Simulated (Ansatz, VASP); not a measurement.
# One calculation of CaO, two programs

INCAR

```
PREC     = Accurate       # precision mode
ENCUT    = 520            # plane-wave cutoff, eV
EDIFF    = 1E-7           # SCF threshold, eV
ISMEAR   = 0              # smearing method
SIGMA    = 0.05           # smearing width, eV
LREAL    = False          # projectors in reciprocal space
LASPH    = True           # aspherical terms in the spheres
NELM     = 80             # most SCF steps
ALGO     = Normal         # electronic algorithm
ISIF     = 2              # what is computed and relaxed
LWAVE    = False          # write WAVECAR
LCHARG   = False          # write CHGCAR
GGA      = PE             # functional
NBANDS   = 24             # bands
```

The input KPOINTS:

```
regular mesh
0
Gamma
  9 9 6
```

The input POSCAR:

```
CaO
1.0
    3.8638238997      0.0000000000      0.0000000000
   -1.9319119498      3.3461696529      0.0000000000
    0.0000000000      0.0000000000      5.0268348935
Ca O
2 2
Direct
    0.3333333333      0.6666666667      0.7500000000
    0.6666666667      0.3333333333      0.2500000000
    0.3333333333      0.6666666667      0.2500000000
    0.6666666667      0.3333333333      0.7500000000
```

Input for Ansatz:

```yaml
crystal:
  lattice:
    - [3.8638238997, 0.0, 0.0]
    - [-1.9319119498, 3.3461696529, 0.0]
    - [0.0, 0.0, 5.0268348935]
  atoms:
    - { symbol: Ca, position: [0.3333333333, 0.6666666667, 0.75] }
    - { symbol: Ca, position: [0.6666666667, 0.3333333333, 0.25] }
    - { symbol: O, position: [0.3333333333, 0.6666666667, 0.25] }
    - { symbol: O, position: [0.6666666667, 0.3333333333, 0.75] }
basis:
  ecutwfc: 520.0
kpoints:
  mp_grid: { grid: [9, 9, 6] }
hamiltonian:
  xc: pbe
scf:
  occupations: { method: gaussian, width: 0.05 }
output:
  forces: true
  stress: true
  eigenvalues: true
```

Alike in both runs: task single point; functional PBE; k mesh 9 × 9 × 6; occupations gaussian, width 0.05 eV; no spin polarisation.

```csv
,VASP,Ansatz
version,VASP 6.6.1,Ansatz 0.2.0
potentials or method,"VASP PAW PBE potentials, release 64 (Ca_sv, O), cutoff 520 eV","scalar-relativistic, plane waves, PAW"
valence electrons in the cell,32,32
```

```csv
,VASP,Ansatz,Ansatz less VASP
gap on the k mesh at the Fermi level (eV),3.38,3.39,+0.011
least direct gap on the mesh (eV),3.38,3.39,+0.011
pressure (GPa),3.7,3.2,-0.56
"traceless stress, the component that is largest in VASP (GPa)",-6.74,-6.47,+0.271
```

With one functional, cell and mesh, what is left measures potentials, basis and numerics.
